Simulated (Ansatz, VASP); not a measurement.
Two plane-wave programs on I

```
I
1.0
    -1.53473    1.53473    1.53473
     1.53473   -1.53473    1.53473
     1.53473    1.53473   -1.53473
I
1
Cartesian
  0.0000 0.0000 0.0000
```

Change from the starting cell: volume scaled by 0.4, PAW files.

Alike in both runs: task single point; functional PBE; k mesh 13 × 13 × 13; occupations fermi-dirac, width 0.1 eV; no spin polarisation.

|  | VASP | Ansatz |
| --- | --- | --- |
| version | VASP 6.6.1 | Ansatz 0.2.0 |
| potentials or method | VASP PAW PBE potentials, release 64 (I) | PAW with Ansatz's default frozen-core files, scalar-relativistic |
| plane-wave cutoff (eV) | 520 | 420 |
| valence electrons in the cell | 7 | 17 |

|  | VASP | Ansatz | Ansatz less VASP |
| --- | --- | --- | --- |
| pressure (GPa) | 200.0 | 200.5 | +0.51 |

Both programs put the cell under a high pressure, so it lies far from rest at this level. VASP's potentials hold 7 valence electrons a cell and Ansatz's 17, so a difference there can come from the potentials and not from the codes.

Neither program's run includes spin-orbit coupling. Noted on VASP's run: the cell as given lies far from equilibrium.
